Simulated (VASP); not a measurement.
# CaO (Fm-3m) in VASP: single point with PBE

Aim: the single point of CaO with PBE.

Program: VASP 6.6.1. These are calculated values, not measurements. Logs are shortened: lines on timing, memory, paths and dates and some standing lists are left out, and cuts for length are marked.

## (1) The cell of the first run

It takes space group Fm-3m (No. 225, cubic). Conventional cell: a = 4.831 Å, b = 4.831 Å, c = 4.831 Å, α = 90.00°, β = 90.00°, γ = 90.00°. Ca (site symmetry m-3m) has 6 O at 2.42 Å within 3.2 Å. O (site symmetry m-3m) has 6 Ca at 2.42 Å within 3.2 Å.

## (2) Single point, PBE

Contents of INCAR:

```
PREC = Accurate ; ENCUT = 600
EDIFF = 1E-6 ; ISMEAR = 0
SIGMA = 0.02 ; LREAL = False
LASPH = True ; NELM = 120
ALGO = Normal ; ISIF = 2
LWAVE = False ; LCHARG = False
GGA = PE ; NBANDS = 15
GGA_COMPAT = False
```

Contents of KPOINTS:

```
regular mesh
0
Gamma
  8 8 8
```

Contents of POSCAR:

```
CaO
1.0
    0.0000000000      2.4153651321      2.4153651321
    2.4153651321      0.0000000000      2.4153651321
    2.4153651321      2.4153651321      0.0000000000
Ca O
1 1
Direct
    0.0000000000      0.0000000000      0.0000000000
    0.5000000000      0.5000000000      0.5000000000
```

Potentials or basis: VASP PAW PBE potentials, release 64 (Ca_sv, O).

Command:

```console
> cat potpaw_PBE.64/Ca_sv/POTCAR potpaw_PBE.64/O/POTCAR > POTCAR
> mpirun -np 1 vasp_std > vasp.out
```

OUTCAR:

```text
PREC = Accurate
   ENCUT = 600
   EDIFF = 1E-6
   ISMEAR = 0
   LREAL = False
   LASPH = True
   NELM = 120
   ISIF = 2
   GGA = PE

 ion  position               nearest neighbor table
   1  0.000  0.000  0.000-   2 2.42   2 2.42   2 2.42   2 2.42   2 2.42   2 2.42
   2  0.500  0.500  0.500-   1 2.42   1 2.42   1 2.42   1 2.42   1 2.42   1 2.42

  LATTYP: Found a face centered cubic cell.
 ALAT       =     4.8307302642

  Lattice vectors:

 A1 = (   0.0000000000,   2.4153651321,   2.4153651321)
 A2 = (   2.4153651321,   0.0000000000,   2.4153651321)
 A3 = (   2.4153651321,   2.4153651321,   0.0000000000)

Analysis of symmetry for initial positions (statically):
=====================================================================
 Subroutine PRICEL returns:
 Original cell was already a primitive cell.

 Routine SETGRP: Setting up the symmetry group for a
 face centered cubic supercell.

 Subroutine GETGRP returns: Found 48 space group operations
 (whereof 48 operations were pure point group operations)
 out of a pool of 48 trial point group operations.

The static configuration has the point symmetry O_h .

Analysis of symmetry for dynamics (positions and initial velocities):
=====================================================================
 Subroutine PRICEL returns:
 Original cell was already a primitive cell.

 Routine SETGRP: Setting up the symmetry group for a
 face centered cubic supercell.

 Subroutine GETGRP returns: Found 48 space group operations
 (whereof 48 operations were pure point group operations)
 out of a pool of 48 trial point group operations.

The dynamic configuration has the point symmetry O_h .

 Subroutine INISYM returns: Found 48 space group operations
 (whereof 48 operations are pure point group operations),
 and found     1 'primitive' translations

----------------------------------------------------------------------------------------

                                     Primitive cell

  volume of cell :      28.1824

  direct lattice vectors                    reciprocal lattice vectors
     0.000000000  2.415365132  2.415365132    -0.207008039  0.207008039  0.207008039
     2.415365132  0.000000000  2.415365132     0.207008039 -0.207008039  0.207008039
     2.415365132  2.415365132  0.000000000     0.207008039  0.207008039 -0.207008039

  length of vectors
     3.415842128  3.415842128  3.415842128     0.358548442  0.358548442  0.358548442

  position of ions in fractional coordinates (direct lattice)
     0.000000000  0.000000000  0.000000000
     0.500000000  0.500000000  0.500000000

  ion indices of the primitive-cell ions
   primitive index   ion index
                 1           1
                 2           2

----------------------------------------------------------------------------------------

 KPOINTS: regular mesh

Automatic generation of k-mesh.
 Grid dimensions read from file:
 generate k-points for:    8    8    8

 Generating k-lattice:

  Cartesian coordinates                     Fractional coordinates (reciprocal lattice)
    -0.025876005  0.025876005  0.025876005     0.125000000  0.000000000  0.000000000
     0.025876005 -0.025876005  0.025876005     0.000000000  0.125000000  0.000000000
     0.025876005  0.025876005 -0.025876005     0.000000000  0.000000000  0.125000000

  Length of vectors
     0.044818555  0.044818555  0.044818555

  Shift w.r.t. Gamma in fractional coordinates (k-lattice)
     0.000000000  0.000000000  0.000000000

 Subroutine IBZKPT returns following result:
 ===========================================

 Found     29 irreducible k-points:

 Following reciprocal coordinates:
            Coordinates               Weight
  0.000000  0.000000  0.000000      1.000000
  0.125000  0.000000  0.000000      8.000000
  0.250000  0.000000  0.000000      8.000000
  0.375000  0.000000  0.000000      8.000000
  0.500000  0.000000  0.000000      4.000000
  0.125000  0.125000  0.000000      6.000000
[... 16 lines left out ...]
  0.500000  0.250000  0.125000     48.000000
 -0.375000  0.250000  0.125000     24.000000
 [... further k-points ...]
   k-points           NKPTS =     29   k-points in BZ     NKDIM =     29   number of bands    NBANDS=     15
   number of dos      NEDOS =    301   number of ions     NIONS =      2
   total plane-waves  NPLWV =  21952
   dimension x,y,z NGX =    28 NGY =   28 NGZ =   28
   dimension x,y,z NGXF=    56 NGYF=   56 NGZF=   56
   ions per type =               1   1
   NGX,Y,Z   is equivalent  to a cutoff of  13.63, 13.63, 13.63 a.u.
   NGXF,Y,Z  is equivalent  to a cutoff of  27.25, 27.25, 27.25 a.u.
 SYSTEM =  unknown system
   PREC   = accura    normal or accurate (medium, high low for compatibility)
   ISTART =      0    job   : 0-new  1-cont  2-samecut
   ICHARG =      2    charge: 1-file 2-atom 10-const
   ISPIN  =      1    spin polarized calculation?
   LNONCOLLINEAR =      F non collinear calculations
   LSORBIT =      F    spin-orbit coupling
   LASPH  =      T    aspherical Exc in radial PAW
   ENCUT  =  600.0 eV  44.10 Ry    6.64 a.u.   6.82  6.82  6.82*2*pi/ulx,y,z
   NELM   =    120;   NELMIN=  2; NELMDL= -5     # of ELM steps
   EDIFF  = 0.1E-05   stopping-criterion for ELM
   LREAL  =      F    real-space projection
[... 7 lines left out ...]
   TEBEG  =    0.0;   TEEND  =   0.0 temperature during run
   PSTRESS=    0.0 pullay stress
   NELECT =      16.0000    total number of electrons
   NUPDOWN=      -1.0000    fix difference up-down
   EMIN   =  10.00;   EMAX   =-10.00  energy-range for DOS
   EFERMI =   0.00;   METHOD = LEGACY
   ISMEAR =     0;   SIGMA  =   0.02  broadening in eV -4-tet -1-fermi 0-gaus
   EFERMI_NEDOS =   21; number of points for ismear=-14 and -15
   IALGO  =     38    algorithm
   IMIX   =      4    mixing-type and parameters
     AMIX     =   0.40;   BMIX     =  1.00
     AMIX_MAG =   1.60;   BMIX_MAG =  1.00
  volume/ion in A,a.u.               =      14.09        95.09
  Fermi-wavevector in a.u.,A,eV,Ry     =   1.355570  2.561656 25.001668  1.837571
  Thomas-Fermi vector in A             =   2.482647
   LORBIT       =      0    0 simple, 1 ext, 2 COOP (PROOUT), +10 PAW based schemes
   GGA     = PE    functional components
   LHFCALC =     F    Hartree Fock is set to
   AEXX    =    0.0000 exact exchange contribution
   IVDW    =     0    specifies the selected vdW correction
   LEPSILON=     F    determine dielectric tensor
   LRPA    =     F    only Hartree local field effects (RPA)
 non-spin polarized calculation
 Gauss-broadening in eV      SIGMA  =   0.02
  energy-cutoff  :      600.00
  volume of cell :       28.18
 maximum number of plane-waves:       960
   NGX = 13   NGY = 13   NGZ = 13

 number of electron      15.9999999 magnetization

 Free energy of the ion-electron system (eV)
  ---------------------------------------------------
  ext. energy  EPLUGINS =         0.00000000
  ---------------------------------------------------
  free energy    TOTEN  =       -12.80757781 eV

  energy without entropy =      -12.80757781  energy(sigma->0) =      -12.80757781

 E-fermi :   2.3440     XC(G=0): -10.4017

 val. band max:        2.2636989068   @ k =   0.0000   0.0000   0.0000
 cond. band min:       5.9037276094   @ k =   0.5000   0.5000   0.0000
 fundamental gap:      3.6400287026
 Fermi energy:         2.3440198203

 k-point     1 :       0.0000    0.0000    0.0000
  band No.  band energies     occupation
      1     -35.4354      2.00000
      2     -16.2102      2.00000
      3     -16.2102      2.00000
      4     -16.2102      2.00000
      5     -13.2396      2.00000
      6       2.2637      2.00000
      7       2.2637      2.00000
      8       2.2637      2.00000
      9       6.8555      0.00000
     10       8.4519      0.00000
     11       8.4519      0.00000
     12       8.4519      0.00000
     13       9.9294      0.00000
     14       9.9294      0.00000
     15      17.2421      0.00000

 k-point     2 :       0.1250    0.0000    0.0000
  band No.  band energies     occupation
      1     -35.4214      2.00000
      2     -16.4057      2.00000
      3     -16.2179      2.00000
      4     -16.2179      2.00000
      5     -13.0328      2.00000
      6       1.7339      2.00000
      7       2.0588      2.00000
      8       2.0588      2.00000
      9       7.5364      0.00000
     10       8.4115      0.00000
     11       8.7111      0.00000
     12       8.7111      0.00000
     13      10.2875      0.00000
     14      10.2875      0.00000
     15      17.8007      0.00000

 k-point     3 :       0.2500    0.0000    0.0000
  band No.  band energies     occupation
      1     -35.3876      2.00000
      2     -16.8023      2.00000
      3     -16.2363      2.00000
      4     -16.2363      2.00000
      5     -12.6072      2.00000
      6       0.7470      2.00000
      7       1.6193      2.00000
      8       1.6193      2.00000
      9       8.4711      0.00000
     10       8.9903      0.00000
     11       9.3903      0.00000
     12       9.3903      0.00000
     13      11.1504      0.00000
     14      11.1504      0.00000
     15      18.0453      0.00000

 k-point     4 :       0.3750    0.0000    0.0000
  band No.  band energies     occupation
      1     -35.3534      2.00000
      2     -17.1343      2.00000
      3     -16.2545      2.00000
      4     -16.2545      2.00000
      5     -12.2432      2.00000
      6      -0.0443      2.00000
      7       1.2366      2.00000
      8       1.2366      2.00000
      9       8.9160      0.00000
     10      10.1733      0.00000
     11      10.1733      0.00000
     12      10.2185      0.00000
     13      12.0916      0.00000
     14      12.0916      0.00000
     15      16.8763      0.00000
[... 307 lines left out ...]
 k-point    22 :       0.3750    0.2500    0.1250
  band No.  band energies     occupation
      1     -35.3629      2.00000
      2     -16.8394      2.00000
      3     -16.3610      2.00000
      4     -16.2705      2.00000
      5     -12.5620      2.00000
      6       0.4698      2.00000
      7       1.5018      2.00000
      8       1.7528      2.00000
      9       7.6134      0.00000
     10       9.2542      0.00000
     11      10.0676      0.00000
     12      10.3743      0.00000
     13      11.1397      0.00000
     14      12.3060      0.00000
     15      18.4975      0.00000

 k-point    23 :       0.5000    0.2500    0.1250
  band No.  band energies     occupation
      1     -35.3358      2.00000
      2     -16.9851      2.00000
      3     -16.4226      2.00000
      4     -16.3056      2.00000
      5     -12.4217      2.00000
      6       0.2884      2.00000
      7       1.2158      2.00000
      8       1.4316      2.00000
      9       8.1037      0.00000
     10       9.6672      0.00000
     11      10.6460      0.00000
     12      10.7283      0.00000
     13      12.0648      0.00000
     14      13.2269      0.00000
     15      16.8543      0.00000

 k-point    24 :      -0.3750    0.2500    0.1250
  band No.  band energies     occupation
      1     -35.3245      2.00000
      2     -17.0442      2.00000
      3     -16.4371      2.00000
      4     -16.3295      2.00000
      5     -12.3677      2.00000
      6       0.2366      2.00000
      7       1.1504      2.00000
      8       1.2288      2.00000
      9       8.9527      0.00000
     10       9.0319      0.00000
     11      10.9312      0.00000
     12      11.0876      0.00000
     13      12.3504      0.00000
     14      14.0351      0.00000
     15      15.8967      0.00000

 [... further k-points ...]
[... 5 lines left out ...]
  --------------------------------------------------------------------------------------
  -------------------------------------------------------------------------------------
  Total        0.0768081      0.0768081      0.0768081      0.0000000      0.0000000      0.0000000
  in kB        4.3665588      4.3665588      4.3665588      0.0000000      0.0000000      0.0000000
  external PRESSURE =       4.3665588 kB  Pullay stress =       0.0000000 kB

 VOLUME and BASIS-vectors are now :
 -----------------------------------------------------------------------------
  energy-cutoff  :      600.00
  volume of cell :       28.18
      direct lattice vectors                 reciprocal lattice vectors
     0.000000000  2.415365132  2.415365132    -0.207008039  0.207008039  0.207008039
     2.415365132  0.000000000  2.415365132     0.207008039 -0.207008039  0.207008039
     2.415365132  2.415365132  0.000000000     0.207008039  0.207008039 -0.207008039

 POSITION                                       TOTAL-FORCE (eV/Angst)
 -----------------------------------------------------------------------------------
      0.00000      0.00000      0.00000         0.000000     -0.000000     -0.000000
      2.41537      2.41537      2.41537        -0.000000      0.000000      0.000000
 -----------------------------------------------------------------------------------
    total drift:                                0.000000      0.000000      0.000000

  FREE ENERGIE OF THE ION-ELECTRON SYSTEM (eV)
  ---------------------------------------------------
  free  energy   TOTEN  =       -12.8075778101 eV

  energy  without entropy=      -12.8075778101  energy(sigma->0) =      -12.80757781
```

Wall time 7.8 s (1 thread of Intel Xeon 6975P-C (Granite Rapids), shared host); peak memory 0.16 GiB.

Results:

- Free energy: -12.8076 eV
- Pressure: 0.4 GPa
- Band gap on the k mesh: 3.64 eV (least direct gap 4.02 eV)

Levels at points of the mesh, in eV from the valence-band top:
| k point | band 6 | band 7 | band 8 | band 9 | band 10 | band 11 |
| --- | --- | --- | --- | --- | --- | --- |
| (0.00, 0.00, 0.00) | 0.00 | 0.00 | 0.00 | 4.59 | 6.19 | 6.19 |
| (0.50, 0.00, 0.00) | -2.60 | -1.17 | -1.17 | 6.98 | 8.27 | 8.27 |
| (0.50, 0.50, 0.00) | -1.31 | -0.38 | -0.38 | 3.64 | 7.93 | 8.81 |

A k mesh can miss the band edges.
